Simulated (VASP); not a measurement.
# Si in VASP: notebook

The runs below take Si through single point, relaxation of cell and atoms, with PBE.

All numbers are computed with VASP 6.6.1; they aren't measurements. Logs are shortened: lines on timing, memory, paths and dates and some standing lists are left out, and cuts for length are marked.

**1. The cell of the first run**

The structure is hexagonal, space group P6_222 (No. 180). The conventional cell has a = 3.905 Å, b = 3.905 Å, c = 4.116 Å, α = 90.00°, β = 90.00°, γ = 120.00°. Si (site symmetry 222) has 4 Si at 2.39 Å within 3.2 Å.

**2. Single point, PBE**

The input, INCAR:

```
PREC     = Accurate       # precision mode
ENCUT    = 520            # plane-wave cutoff, eV
EDIFF    = 1E-7           # SCF threshold, eV
ISMEAR   = 0              # smearing method
SIGMA    = 0.1            # smearing width, eV
LREAL    = F              # projectors in reciprocal space
LASPH    = T              # aspherical terms in the spheres
NELM     = 100            # most SCF steps
ALGO     = Normal         # electronic algorithm
ISIF     = 2              # what is computed and relaxed
LWAVE    = F              # write WAVECAR
LCHARG   = F              # write CHGCAR
GGA      = PE             # functional
NBANDS   = 13             # bands
```

The input, KPOINTS:

```
Automatic mesh
0
Gamma
  12 12 12
```

The input, POSCAR:

```
Si
1.0
    3.9054813995      0.0000000000      0.0000000000
   -1.9527406997      3.3822461060      0.0000000000
    0.0000000000      0.0000000000      4.1161908682
Si
3
Direct
    0.5000000000      0.5000000000      0.3333333333
    0.5000000000      0.0000000000      0.0000000000
    0.0000000000      0.5000000000      0.6666666667
```

Potentials or basis: VASP PAW PBE potentials, release 64 (Si).

The run is started by

```bash
> cat potpaw_PBE.64/Si/POTCAR > POTCAR
> mpirun -np 1 vasp_std > vasp.out
```

OUTCAR:

```text
PREC = Accurate
   ENCUT = 520
   EDIFF = 1E-7
   ISMEAR = 0
   LREAL = F
   LASPH = T
   NELM = 100
   ISIF = 2
   GGA = PE

 ion  position               nearest neighbor table
   1  0.500  0.500  0.333-   2 2.39   2 2.39   3 2.39   3 2.39
   2  0.500  0.000  0.000-   1 2.39   1 2.39   3 2.39   3 2.39
   3  0.000  0.500  0.667-   2 2.39   2 2.39   1 2.39   1 2.39

  LATTYP: Found a hexagonal cell.
 ALAT       =     3.9054813995
 C/A-ratio  =     1.0539522397

  Lattice vectors:

 A1 = (   3.9054813995,   0.0000000000,   0.0000000000)
 A2 = (  -1.9527406997,   3.3822461060,   0.0000000000)
 A3 = (   0.0000000000,   0.0000000000,   4.1161908682)

Analysis of symmetry for initial positions (statically):
=====================================================================
 Subroutine PRICEL returns:
 Original cell was already a primitive cell.

 Routine SETGRP: Setting up the symmetry group for a
 hexagonal supercell.

 Subroutine GETGRP returns: Found 12 space group operations
 (whereof  4 operations were pure point group operations)
 out of a pool of 24 trial point group operations.

The static configuration has the point symmetry D_2 .
 The point group associated with its full space group is D_6 .

Analysis of symmetry for dynamics (positions and initial velocities):
=====================================================================
 Subroutine PRICEL returns:
 Original cell was already a primitive cell.

 Routine SETGRP: Setting up the symmetry group for a
 hexagonal supercell.

 Subroutine GETGRP returns: Found 12 space group operations
 (whereof  4 operations were pure point group operations)
 out of a pool of 24 trial point group operations.

The dynamic configuration has the point symmetry D_2 .
 The point group associated with its full space group is D_6 .

 Subroutine INISYM returns: Found 12 space group operations
 (whereof  4 operations are pure point group operations),
 and found     1 'primitive' translations

----------------------------------------------------------------------------------------

                                     Primitive cell

  volume of cell :      54.3720

  direct lattice vectors                    reciprocal lattice vectors
     3.905481400  0.000000000  0.000000000     0.256050381  0.147830756  0.000000000
    -1.952740700  3.382246106  0.000000000     0.000000000  0.295661513  0.000000000
     0.000000000  0.000000000  4.116190868     0.000000000  0.000000000  0.242943059

[... 96 lines left out ...]
   NELECT =      12.0000    total number of electrons
   NUPDOWN=      -1.0000    fix difference up-down
   EMIN   =  10.00;   EMAX   =-10.00  energy-range for DOS
   EFERMI =   0.00;   METHOD = LEGACY
   ISMEAR =     0;   SIGMA  =   0.10  broadening in eV -4-tet -1-fermi 0-gaus
   EFERMI_NEDOS =   21; number of points for ismear=-14 and -15
   IALGO  =     38    algorithm
   IMIX   =      4    mixing-type and parameters
     AMIX     =   0.40;   BMIX     =  1.00
     AMIX_MAG =   1.60;   BMIX_MAG =  1.00
  volume/ion in A,a.u.               =      18.12       122.31
  Fermi-wavevector in a.u.,A,eV,Ry     =   0.989335  1.869573 13.317168  0.978784
  Thomas-Fermi vector in A             =   2.120927
   LORBIT       =      0    0 simple, 1 ext, 2 COOP (PROOUT), +10 PAW based schemes
   GGA     = PE    functional components
   LHFCALC =     F    Hartree Fock is set to
   AEXX    =    0.0000 exact exchange contribution
   IVDW    =     0    specifies the selected vdW correction
   LEPSILON=     F    determine dielectric tensor
   LRPA    =     F    only Hartree local field effects (RPA)
 non-spin polarized calculation
 Gauss-broadening in eV      SIGMA  =   0.10
  energy-cutoff  :      520.00
  volume of cell :       54.37
 maximum number of plane-waves:      1491
 NGX is ok and might be reduce to    30

 number of electron      12.0000000 magnetization

 Free energy of the ion-electron system (eV)
  ---------------------------------------------------
  ext. energy  EPLUGINS =         0.00000000
  ---------------------------------------------------
  free energy    TOTEN  =       -15.66776212 eV

  energy without entropy =      -15.66728888  energy(sigma->0) =      -15.66752550

 E-fermi :   7.2365     XC(G=0): -10.0234

 val. band max:        7.2072987913   @ k =   0.0833   0.0000   0.5000
 cond. band min:       7.2500710626   @ k =   0.5000   0.0000   0.5000
 fundamental gap:      0.0427722714
 Fermi energy:         7.2364887218

 k-point     1 :       0.0000    0.0000    0.0000
  band No.  band energies     occupation
      1      -5.5881      2.00000
      2       2.1577      2.00000
      3       2.1577      2.00000
      4       3.9573      2.00000
      5       6.5472      2.00000
      6       6.5472      2.00000
      7       8.1593      0.00000
      8       8.1593      0.00000
      9      10.8528      0.00000
     10      12.2649      0.00000
     11      12.2649      0.00000
     12      12.9608      0.00000
     13      14.7591      0.00000
[... 354 lines left out ...]
  band No.  band energies     occupation
      1      -4.2854      2.00000
      2      -0.3779      2.00000
      3       2.2494      2.00000
      4       4.1693      2.00000
      5       4.4481      2.00000
      6       5.3092      2.00000
      7       7.8597      0.00000
      8       9.6104      0.00000
      9      11.1531      0.00000
     10      11.6849      0.00000
     11      12.8015      0.00000
     12      13.3772      0.00000
     13      14.3451      0.00000

 [... further k-points ...]

------------------------ aborting loop because EDIFF is reached ----------------------------------------

  FORCE on cell =-STRESS in cart. coord.  units (eV):
  Direction    XX          YY          ZZ          XY          YZ          ZX
  --------------------------------------------------------------------------------------
  -------------------------------------------------------------------------------------
  Total       -0.0288301     -0.0288301     -0.0160915     -0.0000000      0.0000000     -0.0000000
  in kB       -0.8495364     -0.8495364     -0.4741678     -0.0000000      0.0000000     -0.0000000
  external PRESSURE =      -0.7244136 kB  Pullay stress =       0.0000000 kB

 VOLUME and BASIS-vectors are now :
 -----------------------------------------------------------------------------
  energy-cutoff  :      520.00
  volume of cell :       54.37
      direct lattice vectors                 reciprocal lattice vectors
     3.905481400  0.000000000  0.000000000     0.256050381  0.147830756  0.000000000
    -1.952740700  3.382246106  0.000000000     0.000000000  0.295661513  0.000000000
     0.000000000  0.000000000  4.116190868     0.000000000  0.000000000  0.242943059

 POSITION                                       TOTAL-FORCE (eV/Angst)
 -----------------------------------------------------------------------------------
      0.97637      1.69112      1.37206        -0.000000      0.000000     -0.000000
      1.95274      0.00000      0.00000         0.000000      0.000000      0.000000
     -0.97637      1.69112      2.74413         0.000000      0.000000     -0.000000
 -----------------------------------------------------------------------------------
    total drift:                               -0.000000     -0.000000      0.000000

  FREE ENERGIE OF THE ION-ELECTRON SYSTEM (eV)
  ---------------------------------------------------
  free  energy   TOTEN  =       -15.6677621205 eV

  energy  without entropy=      -15.6672888796  energy(sigma->0) =      -15.66752550
```

Run time: 40 s. Hardware: 1 thread of Intel Xeon 6975P-C (Granite Rapids), shared host; peak memory 0.2 GiB.

What came out:

```
Free energy            : -15.6678 eV
Pressure               : -0.1 GPa
Band gap on the k mesh : zero (bands 6 and 7 overlap by 0.19 eV)
```

Caveat: semilocal functionals underestimate gaps, so a narrow gap can read as zero.

**3. Single point, PBE**

This run uses another cell than the first one: it holds 6 atoms, not 3.

The input, INCAR:

```
ALGO = Normal
EDIFF = 1E-6
ENCUT = 520
GGA = PE
ISIF = 2
ISMEAR = 0
LASPH = True
LCHARG = True
LELF = True
LREAL = False
LVHAR = True
LWAVE = False
NBANDS = 21
NELM = 100
PREC = Accurate
SIGMA = 0.2
```

The input, KPOINTS:

```
k-points
0
Gamma
  6 6 4
```

The input, POSCAR:

```
Si
1.0
   -3.3795999264     -1.9539186384     -0.0951042377
   -0.1120292780     -0.0005882701      4.1161895270
   -3.3845080639      5.8510002285     -0.0925051195
Si
6
Direct
    0.9165694834      0.6670406124      0.5833139880
    0.4166863922      0.6664089981      0.0832681329
    0.6676619122      0.3330376846      0.8335057600
    0.1658543502      0.3332600115      0.3331425809
    0.1674710482      0.0001423370      0.8332861992
    0.6657568139      0.0001103565      0.3334833390
```

Potentials or basis: VASP PAW PBE potentials, release 64 (Si).

The run is started by

```bash
> cat potpaw_PBE.64/Si/POTCAR > POTCAR
> mpirun -np 1 vasp_std > vasp.out
```

Wall time 83 s (1 thread of Intel Xeon 6975P-C (Granite Rapids), shared host); peak memory 0.26 GiB.

It converged, with:

| Quantity | Value |
| --- | --- |
| Free energy | -31.3322 eV |
| Pressure | -0.1 GPa |
| Largest force | 0.008 eV/Å |

Forces on the atoms (eV/Å):
```
Si  -0.001 -0.002 -0.003
Si   0.000 -0.001  0.003
Si   0.005  0.001  0.006
Si  -0.006  0.003 -0.002
Si   0.004  0.000 -0.005
Si  -0.001  0.000  0.001
```

Stress tensor (GPa, compression positive):
```
-0.06 -0.03 -0.05
-0.03  0.05 -0.02
-0.05 -0.02 -0.18
```

Levels at points of the mesh, in eV from the Fermi level:
```
           k point  band 9  band 10  band 11  band 12  band 13  band 14  band 15  band 16
(0.00, 0.00, 0.00)   -2.67    -1.77    -0.59    -0.58     0.12     0.66     1.03     1.04
(0.50, 0.00, 0.00)   -2.45    -2.45    -1.08    -1.08     0.99     0.99     1.65     1.65
(0.00, 0.50, 0.00)   -1.54    -1.53    -0.30     0.11     0.31     0.66     1.72     2.46
(0.50, 0.50, 0.00)   -3.84    -3.84    -3.15    -3.15     3.44     3.44     3.58     3.58
(0.00, 0.00, 0.50)   -2.34    -2.34    -1.76    -1.76     1.98     1.98     2.74     2.74
(0.50, 0.00, 0.50)   -2.68    -2.68    -1.77    -1.77     0.12     0.13     0.66     0.66
(0.00, 0.50, 0.50)   -1.52    -1.52    -0.92    -0.92     0.75     0.75     1.54     1.54
(0.50, 0.50, 0.50)   -2.05    -2.05    -1.62    -1.61     0.12     0.13     0.66     0.66
```

**4. Relaxation of cell and atoms, PBE**

The input, INCAR:

```
SYSTEM = Si
ALGO = Normal ; EDIFF = 1E-6
EDIFFG = -0.01 ; ENCUT = 600
GGA = PE ; IBRION = 2
ISIF = 3 ; ISMEAR = 0
LASPH = .TRUE. ; LCHARG = .FALSE.
LREAL = .FALSE. ; LWAVE = .FALSE.
NELM = 60 ; NSW = 100
PREC = Accurate ; SIGMA = 0.1
```

The input, KPOINTS:

```
k-points
0
G
  12 12 12
  0 0 0
```

The input, POSCAR:

```
Si
1.0
    3.9034020637      0.0000000000      0.0000000000
   -1.9517010318      3.3804453483      0.0000000000
    0.0000000000      0.0000000000      4.1177138229
Si
3
Direct
    0.5000000000      0.5000000000      0.3333333333
    0.5000000000      0.0000000000      0.0000000000
    0.0000000000      0.5000000000      0.6666666667
```

The run is started by

```bash
> cat potpaw_PBE.64/Si/POTCAR > POTCAR
> mpirun -np 1 vasp_std > vasp.out
```

Run time: 38 s. Hardware: 1 thread of Intel Xeon 6975P-C (Granite Rapids), shared host; peak memory 0.21 GiB.

It converged, with:

```
Free energy             : -15.6680 eV
Pressure after relaxing : 0.0 GPa
Band gap on the k mesh  : zero (bands 6 and 7 overlap by 0.18 eV)
```

Final structure:
```
CELL_PARAMETERS angstrom
3.90340 0.00000 0.00000
-1.95170 3.38045 0.00000
0.00000 0.00000 4.11771
ATOMIC_POSITIONS crystal
Si 0.50000 0.50000 0.33333
Si 0.50000 0.00000 0.00000
Si 0.00000 0.50000 0.66667
```

Levels at points of the mesh, in eV from the Fermi level:
| k point | band 3 | band 4 | band 5 | band 6 | band 7 | band 8 | band 9 | band 10 |
| --- | --- | --- | --- | --- | --- | --- | --- | --- |
| (0.00, 0.00, 0.00) | -5.09 | -3.27 | -0.69 | -0.69 | 0.93 | 0.93 | 3.62 | 5.03 |
| (0.50, 0.00, 0.00) | -4.37 | -3.14 | -2.78 | -1.88 | 0.02 | 0.56 | 4.32 | 4.96 |
| (0.00, 0.00, 0.50) | -1.64 | -1.64 | -0.41 | 0.20 | 1.62 | 2.36 | 2.36 | 2.60 |
| (0.50, 0.00, 0.50) | -7.82 | -5.83 | -2.15 | -1.72 | 0.02 | 0.55 | 6.49 | 7.25 |

Caveat: the relaxation stopped at its first step, so nothing moved; semilocal functionals underestimate gaps, so a narrow gap can read as zero.

**5. Overview**

| task | cell | k mesh | cutoff (eV) | smearing | gap on the mesh (eV) | pressure (GPa) |
| --- | --- | --- | --- | --- | --- | --- |
| single point | a = 3.905, b = 3.905, c = 4.116 Å, angles 90.0, 90.0, 120.0°, 3 atoms, atomic positions A | 12 × 12 × 12 | 520 | gaussian 0.1 eV | none | -0.1 |
| single point | a = 3.905, b = 4.118, c = 6.760 Å, 6 atoms, atomic positions B | 6 × 6 × 4 | 520 | gaussian 0.2 eV | - | -0.1 |
| relaxation of cell and atoms | relaxed from a = 3.903, b = 3.903, c = 4.118 Å, angles 90.0, 90.0, 120.0°, 3 atoms, atomic positions A | 12 × 12 × 12 | 600 | gaussian 0.1 eV | none | 0.0 |

Alike in all rows: level PBE; potentials or basis VASP PAW PBE potentials, release 64 (Si); no spin polarisation.

Caveats: semilocal functionals underestimate gaps, so a narrow gap can read as zero (at least some runs); the relaxation stopped at its first step, so nothing moved (at least some runs).

Total energies depend on the potentials used, so only differences within one code and one set of settings carry meaning.
